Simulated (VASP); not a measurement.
# Ge (Fd-3m) in VASP: notebook

Runs on Ge. Level: PBEsol. Tasks: single point.

All numbers are computed with VASP 6.6.1; they aren't measurements. Logs are shortened: lines on timing, memory, paths and dates and some standing lists are left out, and cuts for length are marked.

**Experimental background.**

“Electronic and optical properties of SixGe1-x-ySny alloys lattice-matched to Ge”, 2021, arxiv:2109.02782 reports, for a bulk crystal of Ge at 293 K: band gap 0.666 eV (indirect).

The results are compared with them further down.

**1. The cell of the first run**

It takes space group Fd-3m (No. 227, cubic). Conventional cell: a = 5.658 Å, b = 5.658 Å, c = 5.658 Å, α = 90.00°, β = 90.00°, γ = 90.00°. Ge (site symmetry -43m) has 4 Ge at 2.45 Å within 3.2 Å.

**2. Single point, PBEsol**

The input, INCAR:

```
PREC = Accurate ; ENCUT = 500
EDIFF = 1E-6 ; ISMEAR = 0
SIGMA = 0.1 ; LREAL = False
LASPH = True ; NELM = 120
ALGO = Normal ; ISIF = 2
LWAVE = False ; LCHARG = False
GGA = PS ; NBANDS = 126
ISYM = 0 ; GGA_COMPAT = False
```

The input, KPOINTS:

```
Automatic mesh
0
Gamma
  2 2 2
  0.5 0.5 0.5
```

The input, POSCAR:

```
Ge
1.0
   -5.6575400000      5.6575400000      0.0000000000
   -5.6575400000      0.0000000000      5.6575400000
    0.0000000000      5.6575400000      5.6575400000
Ge
16
Direct
    0.7500000000      0.7500000000      0.7500000000
    0.2500000000      0.7500000000      0.7500000000
    0.7500000000      0.2500000000      0.7500000000
    0.7500000000      0.7500000000      0.2500000000
    0.2500000000      0.2500000000      0.7500000000
    0.2500000000      0.7500000000      0.2500000000
    0.7500000000      0.2500000000      0.2500000000
    0.2500000000      0.2500000000      0.2500000000
    0.6250000000      0.6250000000      0.1250000000
    0.1250000000      0.6250000000      0.1250000000
    0.6250000000      0.1250000000      0.1250000000
    0.6250000000      0.6250000000      0.6250000000
    0.1250000000      0.1250000000      0.1250000000
    0.1250000000      0.6250000000      0.6250000000
    0.6250000000      0.1250000000      0.6250000000
    0.1250000000      0.1250000000      0.6250000000
```

Potentials or basis: VASP PAW PBE potentials, release 64 (Ge_d).

The run is started by

```bash
cat potpaw_PBE.64/Ge_d/POTCAR > POTCAR
mpirun -np 1 vasp_std > vasp.out
```

OUTCAR:

```text
PREC = Accurate
   ENCUT = 500
   EDIFF = 1E-6
   ISMEAR = 0
   LREAL = False
   LASPH = True
   NELM = 120
   ISIF = 2
   GGA = PS
   ISYM = 0

 ion  position               nearest neighbor table
   1  0.750  0.750  0.750-   9 2.45  14 2.45  15 2.45  12 2.45
   2  0.250  0.750  0.750-  10 2.45  12 2.45  16 2.45  14 2.45
   3  0.750  0.250  0.750-  11 2.45  12 2.45  16 2.45  15 2.45
   4  0.750  0.750  0.250-  10 2.45  11 2.45  12 2.45   9 2.45
   5  0.250  0.250  0.750-  13 2.45  14 2.45  15 2.45  16 2.45
   6  0.250  0.750  0.250-   9 2.45  13 2.45  14 2.45  10 2.45
[... 8 lines left out ...]
  15  0.625  0.125  0.625-   1 2.45   5 2.45   7 2.45   3 2.45
  16  0.125  0.125  0.625-   2 2.45   3 2.45   8 2.45   5 2.45

IMPORTANT INFORMATION: All symmetrisations will be switched off!
NOSYMM: (Re-)initialisation of all symmetry stuff for point group C_1.

----------------------------------------------------------------------------------------

                                     Primitive cell

  volume of cell :     362.1704

  direct lattice vectors                    reciprocal lattice vectors
    -5.657540000  5.657540000  0.000000000    -0.088377634  0.088377634 -0.088377634
    -5.657540000  0.000000000  5.657540000    -0.088377634 -0.088377634  0.088377634
     0.000000000  5.657540000  5.657540000     0.088377634  0.088377634  0.088377634

  length of vectors
     8.000969798  8.000969798  8.000969798     0.153074553  0.153074553  0.153074553

  position of ions in fractional coordinates (direct lattice)
     0.750000000  0.750000000  0.750000000
     0.250000000  0.750000000  0.750000000
     0.750000000  0.250000000  0.750000000
     0.750000000  0.750000000  0.250000000
     0.250000000  0.250000000  0.750000000
     0.250000000  0.750000000  0.250000000
[... 8 lines left out ...]
     0.625000000  0.125000000  0.625000000
     0.125000000  0.125000000  0.625000000

  ion indices of the primitive-cell ions
   primitive index   ion index
                 1           1
                 2           2
                 3           3
                 4           4
                 5           5
                 6           6
[... 8 lines left out ...]
                15          15
                16          16

----------------------------------------------------------------------------------------

 KPOINTS: Automatic mesh

Automatic generation of k-mesh.
 Grid dimensions read from file:
 generate k-points for:    2    2    2

 Generating k-lattice:

  Cartesian coordinates                     Fractional coordinates (reciprocal lattice)
    -0.044188817  0.044188817 -0.044188817     0.500000000  0.000000000  0.000000000
    -0.044188817 -0.044188817  0.044188817     0.000000000  0.500000000  0.000000000
     0.044188817  0.044188817  0.044188817     0.000000000  0.000000000  0.500000000

  Length of vectors
     0.076537276  0.076537276  0.076537276

  Shift w.r.t. Gamma in fractional coordinates (k-lattice)
     0.500000000  0.500000000  0.500000000

 Subroutine IBZKPT returns following result:
 ===========================================

 Found     16 irreducible k-points:

 Following reciprocal coordinates:
            Coordinates               Weight
  0.250000  0.250000  0.250000      2.000000
  0.250000  0.000000  0.000000      2.000000
  0.000000  0.000000 -0.250000      2.000000
  0.000000  0.250000  0.000000      2.000000
 -0.250000  0.250000  0.250000      2.000000
  0.250000 -0.250000  0.250000      2.000000
[... 8 lines left out ...]
  0.000000  0.250000  0.500000      2.000000
  0.500000  0.250000  0.000000      2.000000
   k-points           NKPTS =     16   k-points in BZ     NKDIM =     16   number of bands    NBANDS=    126
   number of dos      NEDOS =    301   number of ions     NIONS =     16
   total plane-waves  NPLWV = 216000
   dimension x,y,z NGX =    60 NGY =   60 NGZ =   60
   dimension x,y,z NGXF=   120 NGYF=  120 NGZF=  120
   ions per type =              16
   NGX,Y,Z   is equivalent  to a cutoff of  12.47, 12.47, 12.47 a.u.
   NGXF,Y,Z  is equivalent  to a cutoff of  24.93, 24.93, 24.93 a.u.
 SYSTEM =  unknown system
   PREC   = accura    normal or accurate (medium, high low for compatibility)
   ISTART =      0    job   : 0-new  1-cont  2-samecut
   ICHARG =      2    charge: 1-file 2-atom 10-const
   ISPIN  =      1    spin polarized calculation?
   LNONCOLLINEAR =      F non collinear calculations
   LSORBIT =      F    spin-orbit coupling
   LASPH  =      T    aspherical Exc in radial PAW
   ENCUT  =  500.0 eV  36.75 Ry    6.06 a.u.  14.59 14.59 14.59*2*pi/ulx,y,z
   NELM   =    120;   NELMIN=  2; NELMDL= -5     # of ELM steps
   EDIFF  = 0.1E-05   stopping-criterion for ELM
   LREAL  =      F    real-space projection
   EDIFFG = 0.1E-04   stopping-criterion for IOM
   NSW    =      0    number of steps for IOM
   IBRION =     -1    ionic relax: 0-MD 1-quasi-New 2-CG
   NFREE  =      0    steps in history (QN), initial steepest desc. (CG)
   ISIF   =      2    stress and relaxation
   ISYM   =      0    0-nonsym 1-usesym 2-fastsym
   POTIM  = 0.5000    time-step for ionic-motion
   TEBEG  =    0.0;   TEEND  =   0.0 temperature during run
   PSTRESS=    0.0 pullay stress
   NELECT =     224.0000    total number of electrons
   NUPDOWN=      -1.0000    fix difference up-down
   EMIN   =  10.00;   EMAX   =-10.00  energy-range for DOS
   EFERMI =   0.00;   METHOD = LEGACY
   ISMEAR =     0;   SIGMA  =   0.10  broadening in eV -4-tet -1-fermi 0-gaus
   EFERMI_NEDOS =   21; number of points for ismear=-14 and -15
   IALGO  =     38    algorithm
   IMIX   =      4    mixing-type and parameters
     AMIX     =   0.40;   BMIX     =  1.00
     AMIX_MAG =   1.60;   BMIX_MAG =  1.00
  volume/ion in A,a.u.               =      22.64       152.75
  Fermi-wavevector in a.u.,A,eV,Ry     =   1.394825  2.635838 26.470653  1.945538
  Thomas-Fermi vector in A             =   2.518337
   LORBIT       =      0    0 simple, 1 ext, 2 COOP (PROOUT), +10 PAW based schemes
   GGA     = PS    functional components
   LHFCALC =     F    Hartree Fock is set to
   AEXX    =    0.0000 exact exchange contribution
   IVDW    =     0    specifies the selected vdW correction
   LEPSILON=     F    determine dielectric tensor
   LRPA    =     F    only Hartree local field effects (RPA)
 non-spin polarized calculation
 Gauss-broadening in eV      SIGMA  =   0.10
  energy-cutoff  :      500.00
  volume of cell :      362.17
 maximum number of plane-waves:      9207
 NGX is ok and might be reduce to    60
   NGX = 29   NGY = 29   NGZ = 29

 number of electron     224.0000176 magnetization

 Free energy of the ion-electron system (eV)
  ---------------------------------------------------
  ext. energy  EPLUGINS =         0.00000000
  ---------------------------------------------------
  free energy    TOTEN  =       -78.91922333 eV

  energy without entropy =      -78.91921676  energy(sigma->0) =      -78.91922004

 E-fermi :   4.8281     XC(G=0): -10.1280

 val. band max:        4.5273859597   @ k =   0.0000   0.0000  -0.2500
 cond. band min:       5.1175774355   @ k =   0.0000   0.0000  -0.2500
 fundamental gap:      0.5901914758
 Fermi energy:         4.8280624274

 k-point     1 :       0.2500    0.2500    0.2500
  band No.  band energies     occupation
      1     -19.9405      2.00000
      2     -19.9403      2.00000
      3     -19.9403      2.00000
      4     -19.9363      2.00000
      5     -19.9361      2.00000
      6     -19.9361      2.00000
[... 116 lines left out ...]
    123       6.7410      0.00000
    124       7.8466      0.00000

 k-point     2 :       0.2500    0.0000    0.0000
  band No.  band energies     occupation
      1     -19.9404      2.00000
      2     -19.9404      2.00000
      3     -19.9403      2.00000
      4     -19.9363      2.00000
      5     -19.9362      2.00000
      6     -19.9361      2.00000
[... 1894 lines left out ...]
    123       8.2360      0.00000
    124       8.2360      0.00000
 [bands above 124 left out]

------------------------ aborting loop because EDIFF is reached ----------------------------------------

  FORCE on cell =-STRESS in cart. coord.  units (eV):
  Direction    XX          YY          ZZ          XY          YZ          ZX
  --------------------------------------------------------------------------------------
  -------------------------------------------------------------------------------------
  Total        1.0455454      1.0455575      1.0455162     -0.0005152      0.0003560     -0.0005621
  in kB        4.6253072      4.6253607      4.6251780     -0.0022792      0.0015751     -0.0024865
  external PRESSURE =       4.6252820 kB  Pullay stress =       0.0000000 kB

 VOLUME and BASIS-vectors are now :
 -----------------------------------------------------------------------------
  energy-cutoff  :      500.00
  volume of cell :      362.17
      direct lattice vectors                 reciprocal lattice vectors
    -5.657540000  5.657540000  0.000000000    -0.088377634  0.088377634 -0.088377634
    -5.657540000  0.000000000  5.657540000    -0.088377634 -0.088377634  0.088377634
     0.000000000  5.657540000  5.657540000     0.088377634  0.088377634  0.088377634

 POSITION                                       TOTAL-FORCE (eV/Angst)
 -----------------------------------------------------------------------------------
     -8.48631      8.48631      8.48631         0.000101      0.000117      0.000079
     -5.65754      5.65754      8.48631         0.000094      0.000106      0.000023
     -5.65754      8.48631      5.65754         0.000022     -0.000062      0.000009
     -8.48631      5.65754      5.65754         0.000048     -0.000004     -0.000164
     -2.82877      5.65754      5.65754         0.000004      0.000088      0.000069
     -5.65754      2.82877      5.65754        -0.000074     -0.000021     -0.000132
[... 8 lines left out ...]
     -4.24315      7.07193      4.24315        -0.000007     -0.000016      0.000176
     -1.41439      4.24315      4.24315         0.000027      0.000036      0.000115
 -----------------------------------------------------------------------------------
    total drift:                               -0.000010     -0.000034      0.000033

  FREE ENERGIE OF THE ION-ELECTRON SYSTEM (eV)
  ---------------------------------------------------
  free  energy   TOTEN  =       -78.9192233287 eV

  energy  without entropy=      -78.9192167565  energy(sigma->0) =      -78.91922004
```

It took 21 min on 1 thread of AMD EPYC 7R43 (Zen 3), shared host; peak memory 0.67 GiB.

What came out:

```
Free energy            : -78.9192 eV
Pressure               : 0.5 GPa
Band gap on the k mesh : 0.59 eV
```

Caveat: the PAW data sets were made with another functional, which shifts forces and pressure a little; a shifted mesh leaves out Γ, where band edges can lie.

**3. Single point, PBEsol**

The input, INCAR:

```
PREC = Accurate
ENCUT = 500
EDIFF = 1E-6
ISMEAR = -1
SIGMA = 0.1034
LREAL = False
LASPH = True
NELM = 120
ALGO = Normal
ISIF = 2
LWAVE = False
LCHARG = False
GGA = PS
ISYM = 0
NBANDS = 126
GGA_COMPAT = False
```

KPOINTS is that of step 2.

POSCAR is that of step 2.

Potentials or basis: VASP PAW PBE potentials, release 64 (Ge_d).

The run is started by

```bash
cat potpaw_PBE.64/Ge_d/POTCAR > POTCAR
mpirun -np 1 vasp_std > vasp.out
```

OUTCAR:

```text
PREC = Accurate
   ENCUT = 500
   EDIFF = 1E-6
   ISMEAR = -1
   LREAL = False
   LASPH = True
   NELM = 120
   ISIF = 2
   GGA = PS
   ISYM = 0

 ion  position               nearest neighbor table
   1  0.750  0.750  0.750-   9 2.45  14 2.45  15 2.45  12 2.45
   2  0.250  0.750  0.750-  10 2.45  12 2.45  16 2.45  14 2.45
   3  0.750  0.250  0.750-  11 2.45  12 2.45  16 2.45  15 2.45
   4  0.750  0.750  0.250-  10 2.45  11 2.45  12 2.45   9 2.45
   5  0.250  0.250  0.750-  13 2.45  14 2.45  15 2.45  16 2.45
   6  0.250  0.750  0.250-   9 2.45  13 2.45  14 2.45  10 2.45
[... 2221 lines left out ...]
  Total        1.1728605      1.1728987      1.1728478     -0.0004814      0.0003726     -0.0005625
  in kB        5.1885267      5.1886957      5.1884702     -0.0021296      0.0016482     -0.0024884
  external PRESSURE =       5.1885642 kB  Pullay stress =       0.0000000 kB

 VOLUME and BASIS-vectors are now :
 -----------------------------------------------------------------------------
  energy-cutoff  :      500.00
  volume of cell :      362.17
      direct lattice vectors                 reciprocal lattice vectors
    -5.657540000  5.657540000  0.000000000    -0.088377634  0.088377634 -0.088377634
    -5.657540000  0.000000000  5.657540000    -0.088377634 -0.088377634  0.088377634
     0.000000000  5.657540000  5.657540000     0.088377634  0.088377634  0.088377634

 POSITION                                       TOTAL-FORCE (eV/Angst)
 -----------------------------------------------------------------------------------
     -8.48631      8.48631      8.48631         0.000107      0.000122      0.000082
     -5.65754      5.65754      8.48631         0.000096      0.000111      0.000025
     -5.65754      8.48631      5.65754         0.000016     -0.000065      0.000016
     -8.48631      5.65754      5.65754         0.000053     -0.000005     -0.000172
     -2.82877      5.65754      5.65754         0.000005      0.000086      0.000073
     -5.65754      2.82877      5.65754        -0.000074     -0.000013     -0.000138
[... 8 lines left out ...]
     -4.24315      7.07193      4.24315        -0.000008     -0.000025      0.000188
     -1.41439      4.24315      4.24315         0.000029      0.000043      0.000117
 -----------------------------------------------------------------------------------
    total drift:                               -0.000001     -0.000035      0.000030

  FREE ENERGIE OF THE ION-ELECTRON SYSTEM (eV)
  ---------------------------------------------------
  free  energy   TOTEN  =       -78.9274802020 eV

  energy  without entropy=      -78.8958970342  energy(sigma->0) =      -78.91168862
```

OSZICAR:

```text
N       E                     dE             d eps       ncg     rms          rms(c)
DAV:   1     0.352348779821E+04    0.35235E+04   -0.92791E+04  4538   0.483E+03
DAV:   2     0.729122489667E+03   -0.27944E+04   -0.27228E+04  4032   0.123E+03
DAV:   3     0.321565953230E+02   -0.69697E+03   -0.67193E+03  4120   0.311E+02
DAV:   4    -0.735088342325E+02   -0.10567E+03   -0.10021E+03  4506   0.117E+02
DAV:   5    -0.799438758958E+02   -0.64350E+01   -0.63085E+01  4488   0.302E+01    0.969E+00
DAV:   6    -0.792951875125E+02    0.64869E+00   -0.24068E+00  4440   0.543E+00    0.514E+00
DAV:   7    -0.789168918003E+02    0.37830E+00   -0.57680E-01  4752   0.314E+00    0.608E-01
DAV:   8    -0.789245242726E+02   -0.76325E-02   -0.71159E-02  4640   0.359E+00    0.316E-01
DAV:   9    -0.789268814646E+02   -0.23572E-02   -0.66255E-03  6280   0.189E+00    0.113E-01
DAV:  10    -0.789274698071E+02   -0.58834E-03   -0.27824E-03  4592   0.320E-01    0.334E-02
DAV:  11    -0.789274734501E+02   -0.36430E-05   -0.36490E-04  4800   0.458E-01    0.174E-02
DAV:  12    -0.789274752910E+02   -0.18409E-05   -0.75144E-05  4968   0.154E-01    0.372E-03
DAV:  13    -0.789274810169E+02   -0.57260E-05   -0.50342E-05  4112   0.654E-02    0.437E-03
DAV:  14    -0.789274802020E+02    0.81495E-06   -0.95791E-06  3848   0.102E-01
   1 F= -.78927480E+02 E0= -.78911689E+02  d E =-.315832E-01
```

It took 24 min on 1 thread of AMD EPYC 7R43 (Zen 3), shared host; peak memory 0.67 GiB.

What came out:

```
Free energy            : -78.9275 eV
Pressure               : 0.5 GPa
Band gap on the k mesh : 0.59 eV
```

Levels at points of the mesh, in eV from the valence-band top:
```
           k point  band 110  band 111  band 112  band 113  band 114  band 115
(0.25, 0.25, 0.25)     -0.94      0.00      0.00      0.59      1.15      1.15
```

Caveat: the PAW data sets were made with another functional, which shifts forces and pressure a little; a shifted mesh leaves out Γ, where band edges can lie.

**4. How close it comes**

Step 3. Against the measured gap of Ge, 0.666 eV (indirect; 293 K; “Electronic and optical properties of SixGe1-x-ySny alloys lattice-matched to Ge”, 2021, arxiv:2109.02782), the calculated 0.59 eV is off by -0.08 eV. 3 values of this kind are on record (0.666 to 0.807 eV); this one was drawn at random among those near their median. Spin-orbit coupling on Ge is left out. The value is that of PBEsol on a finite k mesh, which can miss the band edges, without temperature or zero-point motion. Semilocal functionals fall short of measured gaps as a rule.
